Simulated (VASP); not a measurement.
# CaRuO (P4/mmm) in VASP: further runs

The runs below take CaRuO through single point, with PBE.

Everything below comes from runs of VASP 6.6.1. Logs are shortened: lines on timing, memory, paths and dates and some standing lists are left out, and cuts for length are marked.

### 1 The cell of the first run

The structure is tetragonal, space group P4/mmm (No. 123). Conventional cell: a = 4.442 Å, b = 4.442 Å, c = 2.752 Å, α = 90.00°, β = 90.00°, γ = 90.00°. Within 3.6 Å of Ca (site symmetry 4/mmm) lie 2 Ca at 2.75 Å and 4 Ru at 3.14 Å and 8 O at 3.43 Å. Within 1.8 Å of Ru (site symmetry 4/mmm) lie 2 O at 1.38 Å. Within 1.8 Å of O (site symmetry 4/mmm) lie 2 Ru at 1.38 Å.

### 2 Single point, PBE, collinear spin, ferromagnetic start

File INCAR:

```
PREC = Accurate ; ENCUT = 520
EDIFF = 1E-6 ; ISMEAR = 0
SIGMA = 0.1 ; LREAL = F
LASPH = T ; NELM = 150
ALGO = Normal ; ISIF = 2
LWAVE = F ; LCHARG = F
ISPIN = 2 ; MAGMOM = 0 1 0
LORBIT = 11 ; LMAXMIX = 4
GGA = PE ; NBANDS = 26
```

File KPOINTS:

```
Automatic mesh
0
Gamma
  4 4 6
```

File POSCAR:

```
CaRuO
1.0
    4.4416755000      0.0000000000      0.0000000000
    0.0000000000      4.4416755000      0.0000000000
    0.0000000000      0.0000000000      2.7522952900
Ca Ru O
1 1 1
Direct
    0.5000000000      0.5000000000      0.5000000000
    0.0000000000      0.0000000000      0.5000000000
    0.0000000000      0.0000000000      0.0000000000
```

Potentials or basis: VASP PAW PBE potentials, release 64 (Ca_sv, Ru_pv, O).

Launch:

```console
$ cat potpaw_PBE.64/Ca_sv/POTCAR potpaw_PBE.64/Ru_pv/POTCAR potpaw_PBE.64/O/POTCAR > POTCAR
$ mpirun -np 1 vasp_std > vasp.out
```

OUTCAR:

```text
PREC = Accurate
   ENCUT = 520
   EDIFF = 1E-6
   ISMEAR = 0
   LREAL = F
   LASPH = T
   NELM = 150
   ISIF = 2
   ISPIN = 2
   LORBIT = 11
   GGA = PE

 ion  position               nearest neighbor table
   1  0.500  0.500  0.500-   2 3.14   2 3.14   2 3.14   2 3.14
   2  0.000  0.000  0.500-   3 1.38   3 1.38   1 3.14   1 3.14   1 3.14   1 3.14
   3  0.000  0.000  0.000-   2 1.38   2 1.38

  LATTYP: Found a simple tetragonal cell.
 ALAT       =     4.4416755000
 C/A-ratio  =     0.6196524915

  Lattice vectors:

 A1 = (   4.4416755000,   0.0000000000,   0.0000000000)
 A2 = (   0.0000000000,   4.4416755000,   0.0000000000)
 A3 = (   0.0000000000,   0.0000000000,   2.7522952900)

Analysis of symmetry for initial positions (statically):
=====================================================================
 Subroutine PRICEL returns:
 Original cell was already a primitive cell.

 Routine SETGRP: Setting up the symmetry group for a
 simple tetragonal supercell.

 Subroutine GETGRP returns: Found 16 space group operations
 (whereof 16 operations were pure point group operations)
 out of a pool of 16 trial point group operations.

The static configuration has the point symmetry D_4h.

Analysis of symmetry for dynamics (positions and initial velocities):
=====================================================================
 Subroutine PRICEL returns:
 Original cell was already a primitive cell.

 Routine SETGRP: Setting up the symmetry group for a
 simple tetragonal supercell.

 Subroutine GETGRP returns: Found 16 space group operations
 (whereof 16 operations were pure point group operations)
 out of a pool of 16 trial point group operations.

The dynamic configuration has the point symmetry D_4h.

Analysis of structural, dynamic, and magnetic symmetry:
=====================================================================
 Subroutine PRICEL returns:
 Original cell was already a primitive cell.

 Routine SETGRP: Setting up the symmetry group for a
 simple tetragonal supercell.

 Subroutine GETGRP returns: Found 16 space group operations
 (whereof 16 operations were pure point group operations)
 out of a pool of 16 trial point group operations.

The overall configuration has the point symmetry D_4h.

 Subroutine INISYM returns: Found 16 space group operations
 (whereof 16 operations are pure point group operations),
 and found     1 'primitive' translations

[... 119 lines left out ...]
   LORBIT       =     11    0 simple, 1 ext, 2 COOP (PROOUT), +10 PAW based schemes
   GGA     = PE    functional components
   LHFCALC =     F    Hartree Fock is set to
   AEXX    =    0.0000 exact exchange contribution
   IVDW    =     0    specifies the selected vdW correction
   LEPSILON=     F    determine dielectric tensor
   LRPA    =     F    only Hartree local field effects (RPA)
 spin polarized calculation
 Gauss-broadening in eV      SIGMA  =   0.10
  energy-cutoff  :      520.00
  volume of cell :       54.30
 maximum number of plane-waves:      1484
 NGX is ok and might be reduce to    36
   NGX = 17   NGY = 17   NGZ = 11

 number of electron      29.9999993 magnetization       0.0040149

 number of electron      29.9999993 magnetization      -0.0035674

 Free energy of the ion-electron system (eV)
  ---------------------------------------------------
  ext. energy  EPLUGINS =         0.00000000
  ---------------------------------------------------
  free energy    TOTEN  =         0.13879484 eV

  energy without entropy =        0.15882095  energy(sigma->0) =        0.14880790

 E-fermi :   6.0025     XC(G=0): -10.0763

 val. band max:        5.9634759009   @ k =   0.5000   0.0000   0.1667
 cond. band min:       6.0113492139   @ k =   0.5000   0.2500   0.5000
 fundamental gap:      0.0478733130
 Fermi energy:         6.0025196125

 spin component 1

 k-point     1 :       0.0000    0.0000    0.0000
  band No.  band energies     occupation
      1     -41.3765      1.00000
      2     -36.6707      1.00000
      3     -36.6707      1.00000
      4     -35.9044      1.00000
      5     -19.9025      1.00000
      6     -16.8037      1.00000
[... 685 lines left out ...]
     25      13.5368      0.00000
     26      15.4135      0.00000
 Fermi energy:         6.0025196125

 spin component 2

 k-point     1 :       0.0000    0.0000    0.0000
  band No.  band energies     occupation
      1     -41.3792      1.00000
      2     -36.6727      1.00000
      3     -36.6727      1.00000
      4     -35.9044      1.00000
      5     -19.9037      1.00000
      6     -16.8037      1.00000
[... 685 lines left out ...]
     25      13.5341      0.00000
     26      15.4134      0.00000

------------------------ aborting loop because EDIFF is reached ----------------------------------------

  FORCE on cell =-STRESS in cart. coord.  units (eV):
  Direction    XX          YY          ZZ          XY          YZ          ZX
  --------------------------------------------------------------------------------------
  -------------------------------------------------------------------------------------
  Total       -0.0248606     -0.0248606    152.8011747      0.0000000     -0.0000000      0.0000000
  in kB       -0.7335554     -0.7335554   4508.6715122      0.0000000     -0.0000000      0.0000000
  external PRESSURE =    1502.4014671 kB  Pullay stress =       0.0000000 kB

 VOLUME and BASIS-vectors are now :
 -----------------------------------------------------------------------------
  energy-cutoff  :      520.00
  volume of cell :       54.30
      direct lattice vectors                 reciprocal lattice vectors
     4.441675500  0.000000000  0.000000000     0.225140265  0.000000000  0.000000000
     0.000000000  4.441675500  0.000000000     0.000000000  0.225140265  0.000000000
     0.000000000  0.000000000  2.752295290     0.000000000  0.000000000  0.363333107

 POSITION                                       TOTAL-FORCE (eV/Angst)
 -----------------------------------------------------------------------------------
      2.22084      2.22084      1.37615         0.000000      0.000000      0.000000
      0.00000      0.00000      1.37615         0.000000      0.000000      0.000000
      0.00000      0.00000      0.00000         0.000000      0.000000      0.000000
 -----------------------------------------------------------------------------------
    total drift:                                0.000000      0.000000      0.000000

  FREE ENERGIE OF THE ION-ELECTRON SYSTEM (eV)
  ---------------------------------------------------
  free  energy   TOTEN  =         0.1387948432 eV

  energy  without entropy=        0.1588209520  energy(sigma->0) =        0.14880790

 total charge

# of ion       s       p       d       tot
------------------------------------------
    1        2.096   5.823   0.341   8.260
    2        0.666   7.150   7.201  15.017
    3        1.761   3.970   0.000   5.732
--------------------------------------------------
tot          4.524  16.943   7.542  29.009

 magnetization (x)

# of ion       s       p       d       tot
------------------------------------------
    1        0.000  -0.000   0.000   0.000
    2       -0.000  -0.000  -0.003  -0.003
    3        0.000  -0.000   0.000  -0.000
--------------------------------------------------
tot         -0.000  -0.001  -0.003  -0.004
```

OSZICAR:

```text
N       E                     dE             d eps       ncg     rms          rms(c)
DAV:   1     0.316268593352E+03    0.31627E+03   -0.16100E+04  2512   0.114E+03
[... 14 lines left out ...]
DAV:  16     0.138274191044E+00   -0.51981E-04   -0.11006E-05  3120   0.224E-02    0.103E-01
DAV:  17     0.138406980615E+00    0.13279E-03   -0.28724E-05  2890   0.387E-02    0.960E-02
DAV:  18     0.138768943165E+00    0.36196E-03   -0.17753E-03  2906   0.306E-01    0.844E-02
DAV:  19     0.138780645910E+00    0.11703E-04   -0.38480E-04  2678   0.149E-01    0.303E-02
DAV:  20     0.138787167263E+00    0.65214E-05   -0.97889E-05  2802   0.736E-02    0.248E-02
DAV:  21     0.138794250475E+00    0.70832E-05   -0.13680E-05  2726   0.282E-02    0.734E-03
DAV:  22     0.138794843170E+00    0.59270E-06   -0.68335E-06  2960   0.188E-02
   1 F= 0.13879484E+00 E0= 0.14880790E+00  d E =-.200261E-01  mag=    -0.0010
```

stdout:

```text
POSCAR found type information on POSCAR CaRuO
 POSCAR found :  3 types and       3 ions
 scaLAPACK will be used
 LDA part: xc-table for (Slater+PW92), standard interpolation
 POSCAR, INCAR and KPOINTS ok, starting setup
 FFT: planning ... GRIDC
 FFT: planning ... GRID_SOFT
 FFT: planning ... GRID
 WAVECAR not read
 entering main loop
```

Wall time 53 s (1 thread of AMD EPYC 9R45 (Zen 5), shared host); peak memory 0.19 GiB.

What came out:

| Property | Result |
| --- | --- |
| Free energy | 0.1388 eV |
| Pressure | 150.2 GPa |
| Band gap on the k mesh | zero (filled and empty bands overlap) |
| Net moment | 0.00 μB per cell |
| Valence electrons inside the program's atomic spheres | Ca 8.26; Ru 15.02; O 5.73 |

Levels at points of the mesh, in eV from the Fermi level:
Spin up:
```tsv
k point	band 11	band 12	band 13	band 14	band 15	band 16	band 17	band 18
(0.00, 0.00, 0.00)	-5.55	-3.17	-2.67	-2.67	-2.60	-0.39	-0.12	2.51
(0.50, 0.00, 0.00)	-4.00	-2.69	-2.66	-2.26	-1.84	-1.67	-0.39	0.31
(0.50, 0.50, 0.00)	-3.26	-3.10	-2.70	-2.70	-1.63	-0.39	-0.24	0.50
(0.00, 0.00, 0.50)	-12.95	-1.83	-1.71	-1.54	0.96	0.96	1.60	3.71
(0.50, 0.00, 0.50)	-12.94	-1.42	-1.39	-0.25	0.59	0.81	1.38	2.96
(0.50, 0.50, 0.50)	-13.01	-1.80	-1.00	0.19	0.30	0.30	3.93	3.93
```
Spin down:
| k point | band 11 | band 12 | band 13 | band 14 | band 15 | band 16 | band 17 | band 18 |
| --- | --- | --- | --- | --- | --- | --- | --- | --- |
| (0.00, 0.00, 0.00) | -5.55 | -3.17 | -2.68 | -2.68 | -2.60 | -0.39 | -0.12 | 2.51 |
| (0.50, 0.00, 0.00) | -4.00 | -2.70 | -2.67 | -2.26 | -1.84 | -1.67 | -0.39 | 0.31 |
| (0.50, 0.50, 0.00) | -3.26 | -3.10 | -2.71 | -2.71 | -1.63 | -0.39 | -0.24 | 0.50 |
| (0.00, 0.00, 0.50) | -12.95 | -1.83 | -1.71 | -1.54 | 0.96 | 0.96 | 1.60 | 3.71 |
| (0.50, 0.00, 0.50) | -12.94 | -1.42 | -1.39 | -0.25 | 0.59 | 0.81 | 1.38 | 2.96 |
| (0.50, 0.50, 0.50) | -13.01 | -1.80 | -1.00 | 0.19 | 0.30 | 0.30 | 3.93 | 3.93 |

Caveat: the k points lie up to 0.38 Å⁻¹ apart.

### 3 Single point, PBE, collinear spin, ferromagnetic start

This run uses another cell than the first one, of 20.94 Å³/atom, 1.157 times its volume.

File INCAR:

```
SYSTEM = CaRuO
PREC     = Accurate       ! precision mode
ENCUT    = 520            ! plane-wave cutoff, eV
EDIFF    = 1E-7           ! SCF threshold, eV
ISMEAR   = 0              ! smearing method
SIGMA    = 0.1            ! smearing width, eV
LREAL    = .FALSE.        ! projectors in reciprocal space
LASPH    = .TRUE.         ! aspherical terms in the spheres
NELM     = 150            ! most SCF steps
ALGO     = Normal         ! electronic algorithm
ISIF     = 2              ! what is computed and relaxed
LWAVE    = .FALSE.        ! write WAVECAR
LCHARG   = .FALSE.        ! write CHGCAR
ISPIN    = 2              ! spin polarisation
MAGMOM   = 0 1 0          ! initial moments
LORBIT   = 11             ! projections on sites
LMAXMIX  = 4              ! l up to which the mixer works
GGA      = PE             ! functional
NBANDS   = 26             ! bands
```

File KPOINTS:

```
Automatic mesh
0
G
  4 4 6
  0 0 0
```

File POSCAR:

```
CaRuO
1.0
    4.0938020667      0.0000000000      0.0000000000
    0.0000000000      4.0938020667      0.0000000000
    0.0000000000      0.0000000000      3.7485257175
Ca Ru O
1 1 1
Direct
    0.5000000000      0.5000000000      0.5000000000
    0.0000000000      0.0000000000      0.5000000000
    0.0000000000      0.0000000000      0.0000000000
```

Potentials or basis: VASP PAW PBE potentials, release 64 (Ca_sv, Ru_pv, O).

Launch:

```console
$ cat potpaw_PBE.64/Ca_sv/POTCAR potpaw_PBE.64/Ru_pv/POTCAR potpaw_PBE.64/O/POTCAR > POTCAR
$ mpirun -np 1 vasp_std > vasp.out
```

Wall time 39 s (1 thread of AMD EPYC 9R45 (Zen 5), shared host); peak memory 0.19 GiB.

Results (log left out):

```yaml
Free_energy: -17.6702 eV
Pressure: 0.0 GPa
Band_gap_on_the_k_mesh: zero (filled and empty bands overlap)
Net_moment: 0.00 μB per cell
Valence_electrons_inside_the_program's_atomic_spheres: Ca 8.18; Ru 12.78; O 4.94
```

Stress tensor (GPa, compression positive):
```
 0.02  0.00  0.00
 0.00  0.02  0.00
 0.00  0.00 -0.07
```

Levels at points of the mesh, in eV from the Fermi level:
Spin up:
```csv
k point,band 13,band 14,band 15,band 16,band 17,band 18
"(0.00, 0.00, 0.00)",-2.39,-1.72,-1.35,-1.35,0.80,3.30
"(0.50, 0.00, 0.00)",-1.49,-1.25,-1.03,-0.44,0.37,1.72
"(0.50, 0.50, 0.00)",-1.65,-1.65,-1.40,-0.42,1.15,2.68
"(0.00, 0.00, 0.50)",-2.13,-1.63,1.28,1.37,1.37,3.41
"(0.50, 0.00, 0.50)",-0.92,0.08,0.46,1.29,1.37,1.43
"(0.50, 0.50, 0.50)",-0.79,-0.37,1.24,1.24,2.85,2.85
```
Spin down:
| k point | band 13 | band 14 | band 15 | band 16 | band 17 | band 18 |
| --- | --- | --- | --- | --- | --- | --- |
| (0.00, 0.00, 0.00) | -2.39 | -1.72 | -1.35 | -1.35 | 0.80 | 3.30 |
| (0.50, 0.00, 0.00) | -1.49 | -1.25 | -1.03 | -0.44 | 0.37 | 1.72 |
| (0.50, 0.50, 0.00) | -1.65 | -1.65 | -1.40 | -0.42 | 1.15 | 2.68 |
| (0.00, 0.00, 0.50) | -2.13 | -1.63 | 1.28 | 1.37 | 1.37 | 3.41 |
| (0.50, 0.00, 0.50) | -0.92 | 0.08 | 0.46 | 1.29 | 1.37 | 1.43 |
| (0.50, 0.50, 0.50) | -0.79 | -0.37 | 1.24 | 1.24 | 2.85 | 2.85 |

Caveat: the k points lie up to 0.38 Å⁻¹ apart.
